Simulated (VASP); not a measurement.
A run of VASP 6.6.1:

File INCAR:

```
PREC = Accurate ; ENCUT = 600
EDIFF = 1E-7 ; ISMEAR = 0
SIGMA = 0.2 ; LREAL = F
LASPH = T ; NELM = 60
ALGO = Normal ; ISIF = 3
LWAVE = F ; LCHARG = F
GGA = PE ; IBRION = 2
NSW = 36 ; EDIFFG = -0.08
```

File KPOINTS:

```
regular mesh
0
Gamma
  5 5 3
```

The input POSCAR:

```
Be2S3
1.0
    3.4400000000      0.0000000000      0.0000000000
    0.0000000000      3.4400000000      0.0000000000
    0.0000000000      0.0000000000      6.9000000000
Be S
2 3
Direct
    0.5000000000      0.0000000000      0.8250000000
    0.0000000000      0.5000000000      0.1750000000
    0.5000000000      0.5000000000      0.6500000000
    0.5000000000      0.5000000000      0.3500000000
    0.0000000000      0.0000000000      0.0000000000
```

Potentials or basis: VASP PAW PBE potentials, release 64 (Be, S).

Run with:

```sh
$ cat potpaw_PBE.64/Be/POTCAR potpaw_PBE.64/S/POTCAR > POTCAR
$ mpirun -np 1 vasp_std > vasp.out
```

Hardware: 1 thread of Intel(R) Xeon(R) Platinum 8259CL CPU @ 2.50GHz (Skylake/Cascade Lake) (shared host).

Estimate the wall time of this run.

Run time: 66 s on 1 thread of Intel(R) Xeon(R) Platinum 8259CL CPU @ 2.50GHz (Skylake/Cascade Lake), with other jobs on the host, peak memory 0.2 GiB. Counts: scf iterations 52, k points 12, ion steps 5.
